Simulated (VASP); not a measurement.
# CdS (P6_3mc) in VASP: notebook, part 3 of 3

VASP 6.6.1. Earlier steps stand in the parts before.

## (6) Electric field gradients, PBE (volume scaled by 1.06)

Input file INCAR:

```
  PREC = Accurate
  ENCUT = 520
  EDIFF = 1E-8
  ISMEAR = -1
  SIGMA = 0.01
  LREAL = F
  LASPH = T
  NELM = 60
  ALGO = Normal
  ISIF = 2
  LWAVE = F
  LCHARG = F
  GGA = PE
  LEFG = T
  NBANDS = 26
```

Input file KPOINTS:

```
Automatic mesh
0
Gamma
  7 7 4
```

Input file POSCAR:

```
CdS
1.0
    4.2158942859      0.0000000000      0.0000000000
   -2.1079471430      3.6510715513      0.0000000000
    0.0000000000      0.0000000000      6.8813669385
Cd S
2 2
Direct
    0.3333333333      0.6666666667      0.0000000000
    0.6666666667      0.3333333333      0.5000000000
    0.3333333333      0.6666666667      0.3850000000
    0.6666666667      0.3333333333      0.8850000000
```

Potentials or basis: VASP PAW PBE potentials, release 64 (Cd, S).

The run is started by

```
$ cat potpaw_PBE.64/Cd/POTCAR potpaw_PBE.64/S/POTCAR > POTCAR
$ mpirun -np 1 vasp_std > vasp.out
```

OUTCAR:

```text
PREC = Accurate
   ENCUT = 520
   EDIFF = 1E-8
   ISMEAR = -1
   LREAL = F
   LASPH = T
   NELM = 60
   ISIF = 2
   GGA = PE

 ion  position               nearest neighbor table
   1  0.333  0.667  0.000-   4 2.56   4 2.56   4 2.56   3 2.65
   2  0.667  0.333  0.500-   3 2.56   3 2.56   3 2.56   4 2.65
   3  0.333  0.667  0.385-   2 2.56   2 2.56   2 2.56   1 2.65
   4  0.667  0.333  0.885-   1 2.56   1 2.56   1 2.56   2 2.65

  LATTYP: Found a hexagonal cell.
 ALAT       =     4.2158942859
 C/A-ratio  =     1.6322437120

  Lattice vectors:

 A1 = (   4.2158942859,   0.0000000000,   0.0000000000)
 A2 = (  -2.1079471430,   3.6510715513,   0.0000000000)
 A3 = (   0.0000000000,   0.0000000000,   6.8813669385)

Analysis of symmetry for initial positions (statically):
=====================================================================
 Subroutine PRICEL returns:
 Original cell was already a primitive cell.

 Routine SETGRP: Setting up the symmetry group for a
 hexagonal supercell.

 Subroutine GETGRP returns: Found 12 space group operations
 (whereof  6 operations were pure point group operations)
 out of a pool of 24 trial point group operations.

The static configuration has the point symmetry C_3v.
 The point group associated with its full space group is C_6v.

Analysis of symmetry for dynamics (positions and initial velocities):
=====================================================================
 Subroutine PRICEL returns:
 Original cell was already a primitive cell.

 Routine SETGRP: Setting up the symmetry group for a
 hexagonal supercell.

 Subroutine GETGRP returns: Found 12 space group operations
 (whereof  6 operations were pure point group operations)
 out of a pool of 24 trial point group operations.

The dynamic configuration has the point symmetry C_3v.
 The point group associated with its full space group is C_6v.

 Subroutine INISYM returns: Found 12 space group operations
 (whereof  6 operations are pure point group operations),
 and found     1 'primitive' translations

----------------------------------------------------------------------------------------

                                     Primitive cell

  volume of cell :     105.9217

  direct lattice vectors                    reciprocal lattice vectors
     4.215894286  0.000000000  0.000000000     0.237197598  0.136946097  0.000000000
    -2.107947143  3.651071551  0.000000000     0.000000000  0.273892195  0.000000000
     0.000000000  0.000000000  6.881366939     0.000000000  0.000000000  0.145319965

  length of vectors
     4.215894286  4.215894286  6.881366939     0.273892195  0.273892195  0.145319965

  position of ions in fractional coordinates (direct lattice)
     0.333333333  0.666666667  0.000000000
     0.666666667  0.333333333  0.500000000
     0.333333333  0.666666667  0.385000000
     0.666666667  0.333333333  0.885000000

  ion indices of the primitive-cell ions
[... 82 lines left out ...]
   ISIF   =      2    stress and relaxation
   ISYM   =      2    0-nonsym 1-usesym 2-fastsym
   POTIM  = 0.5000    time-step for ionic-motion
   TEBEG  =    0.0;   TEEND  =   0.0 temperature during run
   PSTRESS=    0.0 pullay stress
   NELECT =      36.0000    total number of electrons
   NUPDOWN=      -1.0000    fix difference up-down
   EMIN   =  10.00;   EMAX   =-10.00  energy-range for DOS
   EFERMI =   0.00;   METHOD = LEGACY
   ISMEAR =    -1;   SIGMA  =   0.01  broadening in eV -4-tet -1-fermi 0-gaus
   EFERMI_NEDOS =   21; number of points for ismear=-14 and -15
   IALGO  =     38    algorithm
   IMIX   =      4    mixing-type and parameters
     AMIX     =   0.40;   BMIX     =  1.00
     AMIX_MAG =   1.60;   BMIX_MAG =  1.00
  volume/ion in A,a.u.               =      26.48       178.70
  Fermi-wavevector in a.u.,A,eV,Ry     =   1.142477  2.158968 17.759050  1.305253
  Thomas-Fermi vector in A             =   2.279175
   LORBIT       =      0    0 simple, 1 ext, 2 COOP (PROOUT), +10 PAW based schemes
   GGA     = PE    functional components
[... 5 lines left out ...]
 non-spin polarized calculation
  energy-cutoff  :      520.00
  volume of cell :      105.92
 maximum number of plane-waves:      2878
 NGX is ok and might be reduce to    32
   NGX = 15   NGY = 15   NGZ = 25

 number of electron      35.9999999 magnetization

 Free energy of the ion-electron system (eV)
  ---------------------------------------------------
  ext. energy  EPLUGINS =         0.00000000
  ---------------------------------------------------
  free energy    TOTEN  =       -12.28335309 eV

  energy without entropy =      -12.28335309  energy(sigma->0) =      -12.28335309

 E-fermi :   1.0346     XC(G=0):  -8.8402

 val. band max:        0.7691079753   @ k =   0.0000   0.0000   0.0000
 cond. band min:       1.8628644237   @ k =   0.0000   0.0000   0.0000
 fundamental gap:      1.0937564484
 Fermi energy:         1.0345673183

 k-point     1 :       0.0000    0.0000    0.0000
  band No.  band energies     occupation
      1     -11.2225      2.00000
      2     -10.8628      2.00000
      3      -6.7420      2.00000
      4      -6.7420      2.00000
      5      -6.6827      2.00000
      6      -6.6827      2.00000
[... 685 lines left out ...]
     25       9.3894      0.00000
     26       9.3894      0.00000

------------------------ aborting loop because EDIFF is reached ----------------------------------------

  FORCE on cell =-STRESS in cart. coord.  units (eV):
  Direction    XX          YY          ZZ          XY          YZ          ZX
  --------------------------------------------------------------------------------------
  -------------------------------------------------------------------------------------
  Total        0.0142416      0.0142416     -1.0256355     -0.0000000      0.0000000      0.0000000
  in kB        0.2154189      0.2154189    -15.5138237     -0.0000000      0.0000000      0.0000000
  external PRESSURE =      -5.0276619 kB  Pullay stress =       0.0000000 kB

 VOLUME and BASIS-vectors are now :
 -----------------------------------------------------------------------------
  energy-cutoff  :      520.00
  volume of cell :      105.92
      direct lattice vectors                 reciprocal lattice vectors
     4.215894286  0.000000000  0.000000000     0.237197598  0.136946097  0.000000000
    -2.107947143  3.651071551  0.000000000     0.000000000  0.273892195  0.000000000
     0.000000000  0.000000000  6.881366939     0.000000000  0.000000000  0.145319965

 POSITION                                       TOTAL-FORCE (eV/Angst)
 -----------------------------------------------------------------------------------
     -0.00000      2.43405      0.00000        -0.000000      0.000000      0.213009
      2.10795      1.21702      3.44068         0.000000     -0.000000      0.213009
     -0.00000      2.43405      2.64933         0.000000     -0.000000     -0.213009
      2.10795      1.21702      6.09001        -0.000000      0.000000     -0.213009
 -----------------------------------------------------------------------------------
    total drift:                               -0.000000      0.000000      0.000663

  FREE ENERGIE OF THE ION-ELECTRON SYSTEM (eV)
  ---------------------------------------------------
  free  energy   TOTEN  =       -12.2833530908 eV

  energy  without entropy=      -12.2833530908  energy(sigma->0) =      -12.28335309

 Electric field gradients (V/A^2)
---------------------------------------------------------------------
 ion       V_xx      V_yy      V_zz      V_xy      V_xz      V_yz
---------------------------------------------------------------------
   1     -16.320   -16.319    32.639     0.001     0.000    -0.000
   2     -16.320   -16.319    32.639     0.001    -0.000     0.000
   3       3.881     3.881    -7.762     0.000    -0.000     0.000
   4       3.881     3.881    -7.762     0.000     0.000    -0.000
---------------------------------------------------------------------

 Electric field gradients after diagonalization (V/A^2)
 (convention: |V_zz| > |V_xx| > |V_yy|)
----------------------------------------------------------------------
 ion       V_xx      V_yy      V_zz     asymmetry (V_yy - V_xx)/ V_zz
----------------------------------------------------------------------
   1     -16.321   -16.318    32.639       0.000
   2     -16.321   -16.318    32.639       0.000
   3       3.881     3.881    -7.762       0.000
   4       3.881     3.881    -7.762       0.000
----------------------------------------------------------------------

           NMR quadrupolar parameters

 Cq : quadrupolar parameter    Cq=e*Q*V_zz/h
 eta: asymmetry parameters     (V_yy - V_xx)/ V_zz
 Q  : nuclear electric quadrupole moment in mb (millibarn)
----------------------------------------------------------------------
 ion       Cq(MHz)       eta       Q (mb)
----------------------------------------------------------------------
   1       0.079       0.000       1.000
   2       0.079       0.000       1.000
   3      -0.019       0.000       1.000
   4      -0.019       0.000       1.000
----------------------------------------------------------------------
```

stdout:

```text
POSCAR found type information on POSCAR CdS
 POSCAR found :  2 types and       4 ions
 scaLAPACK will be used
 LDA part: xc-table for (Slater+PW92), standard interpolation
 POSCAR, INCAR and KPOINTS ok, starting setup
 FFT: planning ... GRIDC
 FFT: planning ... GRID_SOFT
 FFT: planning ... GRID
 WAVECAR not read
 entering main loop
ion   1

ion   2

ion   3

ion   4
```

It took 32 s on 1 thread of Intel Xeon 6975P-C (Granite Rapids), shared host; peak memory 0.24 GiB.

Results:

```yaml
Free_energy: -12.2834 eV
Pressure: -0.5 GPa
Largest_force: 0.213 eV/Å
Band_gap_on_the_k_mesh: 1.09 eV, direct
```

Forces on the atoms (eV/Å):
```
Cd   0.000  0.000  0.213
Cd   0.000  0.000  0.213
S    0.000  0.000 -0.213
S    0.000  0.000 -0.213
```

Levels at points of the mesh, in eV from the valence-band top:
| k point | band 16 | band 17 | band 18 | band 19 | band 20 | band 21 |
| --- | --- | --- | --- | --- | --- | --- |
| (0.00, 0.00, 0.00) | -0.02 | 0.00 | 0.00 | 1.09 | 2.64 | 6.49 |
| (0.00, 0.00, 0.50) | -0.32 | -0.32 | -0.32 | 2.69 | 2.69 | 6.07 |

Electric field gradients, principal values (V/Å²):
```csv
atom,least,middle,greatest (by size)
1 Cd,-16.318,-16.321,32.639
2 Cd,-16.318,-16.321,32.639
3 S,3.881,3.881,-7.762
4 S,3.881,3.881,-7.762
```

Caveat: without QUAD_EFG the Cq values of the log hold for a quadrupole moment of 1 mb, not for the nuclei.

## (7) Overview

| cell | gap on the mesh (eV) | pressure (GPa) | largest force (eV/Å) |
| --- | --- | --- | --- |
| a = 4.121, b = 4.121, c = 6.726 Å, angles 90.0, 90.0, 120.0°, 4 atoms | 1.25 | 3.6 | 0.28 |
| a = 4.162, b = 4.162, c = 6.794 Å, angles 90.0, 90.0, 120.0°, 4 atoms | 1.18 | 1.6 | 0.25 |
| a = 4.216, b = 4.216, c = 6.881 Å, angles 90.0, 90.0, 120.0°, 4 atoms | 1.09 | -0.5 | 0.21 |

Alike in all rows: task electric field gradients; level PBE; potentials or basis VASP PAW PBE potentials, release 64 (Cd, S); no spin polarisation; k mesh 7 × 7 × 4; cutoff (eV) 520; smearing fermi-dirac 0.01 eV.

Absolute energies hang on the potentials; compare differences alone.
